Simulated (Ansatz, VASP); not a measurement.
**One calculation of Mg2CdSe3, two programs**

The input INCAR:

```
PREC = Accurate
ENCUT = 600
EDIFF = 1E-6
ISMEAR = 0
SIGMA = 0.02
LREAL = F
LASPH = T
NELM = 80
ALGO = Normal
ISIF = 3
LWAVE = F
LCHARG = F
GGA = PE
IBRION = 2
NSW = 100
EDIFFG = -0.01
```

Contents of KPOINTS:

```
Automatic mesh
0
Gamma
  10 10 10
```

File POSCAR:

```
Mg2CdSe3
1.0
   -1.9789805398      1.9789805398      8.4006812813
    1.9789805398     -1.9789805398      8.4006812813
    1.9789805398      1.9789805398     -8.4006812813
Mg Cd Se
2 1 3
Direct
    0.8334368120      0.8334368120      0.0000000000
    0.1665631880      0.1665631880      0.0000000000
    0.5000000000      0.5000000000      0.0000000000
    0.0000000000      0.0000000000      0.0000000000
    0.6695251195      0.6695251195      0.0000000000
    0.3304748805      0.3304748805      0.0000000000
```

Input for Ansatz:

```yaml
crystal:
  lattice:
    - [-1.9789805398, 1.9789805398, 8.4006812813]
    - [1.9789805398, -1.9789805398, 8.4006812813]
    - [1.9789805398, 1.9789805398, -8.4006812813]
  atoms:
    - { symbol: Mg, position: [0.833436812, 0.833436812, 0.0] }
    - { symbol: Mg, position: [0.166563188, 0.166563188, 0.0] }
    - { symbol: Cd, position: [0.5, 0.5, 0.0] }
    - { symbol: Se, position: [0.0, 0.0, 0.0] }
    - { symbol: Se, position: [0.6695251195, 0.6695251195, 0.0] }
    - { symbol: Se, position: [0.3304748805, 0.3304748805, 0.0] }
basis:
  ecutwfc: 420
kpoints:
  mp_grid: { grid: [10, 10, 10] }
hamiltonian:
  xc: pbe
scf:
  occupations: { method: gaussian, width: 0.02 }
output:
  forces: true
  stress: true
  eigenvalues: true
  write_density: true
  write_potential: true
  elf: true
  volumetric_format: npy
relax:
  adjacent_minimum: "off"
  f_tol: 0.01
  max_steps: 80
  cell: { stress_tol: 0.05 }
```

Alike in both runs: task relaxation of cell and atoms; functional PBE; k mesh 10 × 10 × 10; occupations gaussian, width 0.02 eV; no spin polarisation.

```csv
,VASP,Ansatz
version,VASP 6.6.1,Ansatz 0.2.0
potentials or method,"VASP PAW PBE potentials, release 64 (Mg, Cd, Se), cutoff 600 eV","scalar-relativistic, plane waves, PAW"
valence electrons in the cell,34,88
```

Ansatz gave:

```
gap on the k mesh at the Fermi level, each at its own relaxed structure (eV) : 0.60
relaxed volume (Å³/atom)                                                     : 21.91
relaxed length of the cell vector where the two differ most in proportion (Å)              : 8.856
```

Q: Estimate VASP's values.

A: gap on the k mesh at the Fermi level, each at its own relaxed structure (eV): 0.59; relaxed volume (Å³/atom): 21.92; relaxed length of the cell vector where the two differ most in proportion (Å): 8.859.

VASP's potentials hold 34 valence electrons a cell and Ansatz's 88, so a difference there can come from the potentials and not from the codes.
